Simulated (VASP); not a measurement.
# Ag (Pnnm) in VASP: single point with PBEsol

Aim: the single point of Ag with PBEsol.

All numbers are computed with VASP 6.6.1; they aren't measurements. Logs are shortened: lines on timing, memory, paths and dates and some standing lists are left out, and cuts for length are marked.

### Step 1. The cell of the first run

Symmetry: Pnnm, No. 58, orthorhombic system. Conventional cell: a = 4.691 Å, b = 4.966 Å, c = 2.867 Å, α = 90.00°, β = 90.00°, γ = 90.00°. Ag (site symmetry m) has 12 Ag at 2.63 to 3.12 Å within 3.5 Å.

### Step 2. Single point, PBEsol (atoms displaced along a vibrational mode)

INCAR

```
SYSTEM = Ag
PREC     = Accurate       ! precision mode
ENCUT    = 500            ! plane-wave cutoff, eV
EDIFF    = 1E-6           ! SCF threshold, eV
ISMEAR   = 0              ! smearing method
SIGMA    = 0.15           ! smearing width, eV
LREAL    = .False.        ! projectors in reciprocal space
LASPH    = .True.         ! aspherical terms in the spheres
NELM     = 120            ! most SCF steps
ALGO     = Normal         ! electronic algorithm
ISIF     = 2              ! what is computed and relaxed
LWAVE    = .False.        ! write WAVECAR
LCHARG   = .False.        ! write CHGCAR
GGA      = PS             ! functional
NBANDS   = 30             ! bands
GGA_COMPAT= .False.
```

KPOINTS

```
Automatic mesh
0
Gamma
  20 14 12
  0 0 0
```

POSCAR

```
Ag
1.0
   -2.8670626684      0.0000000000      0.0000000000
    0.0000000000      0.0000000000     -4.6907149289
    0.0000000000     -4.9658982101      0.0000000000
Ag
4
Direct
    0.5000000000      0.7180219322      0.1666666667
    0.0000000000      0.7819780678      0.6666666667
    0.0000000000      0.2180219322      0.3333333333
    0.5000000000      0.2819780678      0.8333333333
```

Potentials or basis: VASP PAW PBE potentials, release 64 (Ag).

Command:

```bash
$ cat potpaw_PBE.64/Ag/POTCAR > POTCAR
$ mpirun -np 1 vasp_std > vasp.out
```

OUTCAR:

```text
SYSTEM = Ag
   PREC = Accurate
   ENCUT = 500
   EDIFF = 1E-6
   ISMEAR = 0
   LREAL = .False.
   LASPH = .True.
   NELM = 120
   ISIF = 2
   GGA = PS

 ion  position               nearest neighbor table
   1  0.500  0.718  0.167-   4 2.63   3 2.87   3 2.87   3 2.87   3 2.87   2 2.88   2 2.88   2 2.88
                             2 2.88   4 3.12
   2  0.000  0.782  0.667-   3 2.63   4 2.87   4 2.87   4 2.87   4 2.87   1 2.88   1 2.88   1 2.88
                             1 2.88   3 3.12
   3  0.000  0.218  0.333-   2 2.63   1 2.87   1 2.87   1 2.87   1 2.87   4 2.88   4 2.88   4 2.88
                             4 2.88   2 3.12
   4  0.500  0.282  0.833-   1 2.63   2 2.87   2 2.87   2 2.87   2 2.87   3 2.88   3 2.88   3 2.88
                             3 2.88   1 3.12

  LATTYP: Found a simple orthorhombic cell.
 ALAT       =     2.8670626684
 B/A-ratio  =     1.6360698985
 C/A-ratio  =     1.7320508076

  Lattice vectors:

 A1 = (  -2.8670626684,   0.0000000000,   0.0000000000)
 A2 = (   0.0000000000,   0.0000000000,  -4.6907149289)
 A3 = (   0.0000000000,  -4.9658982101,   0.0000000000)

Analysis of symmetry for initial positions (statically):
=====================================================================
 Subroutine PRICEL returns:
 Original cell was already a primitive cell.

 Routine SETGRP: Setting up the symmetry group for a
 simple orthorhombic supercell.

 Subroutine GETGRP returns: Found  8 space group operations
 (whereof  4 operations were pure point group operations)
 out of a pool of  8 trial point group operations.

The static configuration has the point symmetry C_2h.
 The point group associated with its full space group is D_2h.

Analysis of symmetry for dynamics (positions and initial velocities):
=====================================================================
 Subroutine PRICEL returns:
 Original cell was already a primitive cell.

 Routine SETGRP: Setting up the symmetry group for a
 simple orthorhombic supercell.

 Subroutine GETGRP returns: Found  8 space group operations
 (whereof  4 operations were pure point group operations)
 out of a pool of  8 trial point group operations.

The dynamic configuration has the point symmetry C_2h.
 The point group associated with its full space group is D_2h.

 Subroutine INISYM returns: Found  8 space group operations
 (whereof  4 operations are pure point group operations),
 and found     1 'primitive' translations

----------------------------------------------------------------------------------------

                                     Primitive cell
[... 98 lines left out ...]
   NSW    =      0    number of steps for IOM
   IBRION =     -1    ionic relax: 0-MD 1-quasi-New 2-CG
   NFREE  =      0    steps in history (QN), initial steepest desc. (CG)
   ISIF   =      2    stress and relaxation
   ISYM   =      2    0-nonsym 1-usesym 2-fastsym
   POTIM  = 0.5000    time-step for ionic-motion
   TEBEG  =    0.0;   TEEND  =   0.0 temperature during run
   PSTRESS=    0.0 pullay stress
   NELECT =      44.0000    total number of electrons
   NUPDOWN=      -1.0000    fix difference up-down
   EMIN   =  10.00;   EMAX   =-10.00  energy-range for DOS
   EFERMI =   0.00;   METHOD = LEGACY
   ISMEAR =     0;   SIGMA  =   0.15  broadening in eV -4-tet -1-fermi 0-gaus
   EFERMI_NEDOS =   21; number of points for ismear=-14 and -15
   IALGO  =     38    algorithm
   IMIX   =      4    mixing-type and parameters
     AMIX     =   0.40;   BMIX     =  1.00
     AMIX_MAG =   1.60;   BMIX_MAG =  1.00
  volume/ion in A,a.u.               =      16.70       112.67
  Fermi-wavevector in a.u.,A,eV,Ry     =   1.424517  2.691947 27.609614  2.029249
  Thomas-Fermi vector in A             =   2.545000
   LORBIT       =      0    0 simple, 1 ext, 2 COOP (PROOUT), +10 PAW based schemes
   GGA     = PS    functional components
   LHFCALC =     F    Hartree Fock is set to
   AEXX    =    0.0000 exact exchange contribution
   IVDW    =     0    specifies the selected vdW correction
   LEPSILON=     F    determine dielectric tensor
   LRPA    =     F    only Hartree local field effects (RPA)
 non-spin polarized calculation
 Gauss-broadening in eV      SIGMA  =   0.15
  energy-cutoff  :      500.00
  volume of cell :       66.78
 maximum number of plane-waves:      1720
 NGX is ok and might be reduce to    24
   NGX = 11   NGY = 17   NGZ = 19

 number of electron      44.0000003 magnetization

 Free energy of the ion-electron system (eV)
  ---------------------------------------------------
  ext. energy  EPLUGINS =         0.00000000
  ---------------------------------------------------
  free energy    TOTEN  =       -13.05751040 eV

  energy without entropy =      -13.04423855  energy(sigma->0) =      -13.05087447

 E-fermi :   8.5336     XC(G=0): -12.5281

 val. band max:        8.5335017003   @ k =   0.3500   0.3571   0.3333
 cond. band min:       8.5344022097   @ k =   0.2500   0.4286   0.4167
 fundamental gap:      0.0009005094
 Fermi energy:         8.5335655324

 k-point     1 :       0.0000    0.0000    0.0000
  band No.  band energies     occupation
      1       0.5261      2.00000
      2       2.0242      2.00000
      3       2.0535      2.00000
      4       2.3976      2.00000
      5       2.4209      2.00000
      6       3.5621      2.00000
[... 781 lines left out ...]
     29      19.4501      0.00000
     30      19.7772      0.00000

 [... further k-points ...]

------------------------ aborting loop because EDIFF is reached ----------------------------------------

  FORCE on cell =-STRESS in cart. coord.  units (eV):
  Direction    XX          YY          ZZ          XY          YZ          ZX
  --------------------------------------------------------------------------------------
  -------------------------------------------------------------------------------------
  Total       -0.2031657      0.5785736      1.4248654      0.0000000      0.0000000      0.0000000
  in kB       -4.8740157     13.8801814     34.1830169      0.0000000      0.0000000      0.0000000
  external PRESSURE =      14.3963942 kB  Pullay stress =       0.0000000 kB

 VOLUME and BASIS-vectors are now :
 -----------------------------------------------------------------------------
  energy-cutoff  :      500.00
  volume of cell :       66.78
      direct lattice vectors                 reciprocal lattice vectors
    -2.867062668  0.000000000  0.000000000    -0.348789028  0.000000000  0.000000000
     0.000000000  0.000000000 -4.690714929     0.000000000  0.000000000 -0.213187119
     0.000000000 -4.965898210  0.000000000     0.000000000 -0.201373439  0.000000000

 POSITION                                       TOTAL-FORCE (eV/Angst)
 -----------------------------------------------------------------------------------
     -1.43353     -0.82765     -3.36804         0.000000     -0.320496     -0.599692
      0.00000     -3.31060     -3.66804         0.000000     -0.320496      0.599692
      0.00000     -1.65530     -1.02268         0.000000      0.320496     -0.599692
     -1.43353     -4.13825     -1.32268        -0.000000      0.320496      0.599692
 -----------------------------------------------------------------------------------
    total drift:                               -0.000000     -0.000000     -0.000000

  FREE ENERGIE OF THE ION-ELECTRON SYSTEM (eV)
  ---------------------------------------------------
  free  energy   TOTEN  =       -13.0575103962 eV

  energy  without entropy=      -13.0442385459  energy(sigma->0) =      -13.05087447
```

OSZICAR:

```text
N       E                     dE             d eps       ncg     rms          rms(c)
DAV:   1     0.289584467421E+03    0.28958E+03   -0.22571E+04 36960   0.143E+03
DAV:   2    -0.794125410298E+01   -0.29753E+03   -0.28365E+03 38604   0.332E+02
DAV:   3    -0.144378552676E+02   -0.64966E+01   -0.64613E+01 42146   0.558E+01
DAV:   4    -0.144625846801E+02   -0.24729E-01   -0.24726E-01 39408   0.335E+00
DAV:   5    -0.144627983735E+02   -0.21369E-03   -0.21369E-03 42390   0.334E-01    0.120E+01
DAV:   6    -0.131178752507E+02    0.13449E+01   -0.39929E+00 39648   0.166E+01    0.718E+00
DAV:   7    -0.130735718141E+02    0.44303E-01   -0.55418E-02 40626   0.154E+00    0.394E+00
DAV:   8    -0.130574997999E+02    0.16072E-01   -0.32545E-03 40122   0.365E-01    0.203E-01
DAV:   9    -0.130575024781E+02   -0.26783E-05   -0.13304E-04 41058   0.681E-02    0.424E-02
DAV:  10    -0.130575098376E+02   -0.73594E-05   -0.19537E-05 40728   0.265E-02    0.133E-02
DAV:  11    -0.130575103962E+02   -0.55864E-06   -0.57639E-07 24318   0.420E-03
   1 F= -.13057510E+02 E0= -.13050874E+02  d E =-.132719E-01
```

Run time: 19 min. Hardware: 1 thread of Oxide Virtual Turin-like, shared host; peak memory 0.81 GiB.

What came out:

```
Free energy            : -13.0575 eV
Pressure               : 1.4 GPa
Largest force          : 0.680 eV/Å
Band gap on the k mesh : zero (bands 22 and 23 overlap by 4.90 eV)
```

Forces in eV/Å, atoms in the order of the input:
```
Ag   0.000 -0.320 -0.600
Ag   0.000 -0.320  0.600
Ag   0.000  0.320 -0.600
Ag   0.000  0.320  0.600
```

Caveat: the cell differs from its parent crystal (atoms displaced along a vibrational mode); the PAW data sets were made with another functional, which shifts forces and pressure a little.
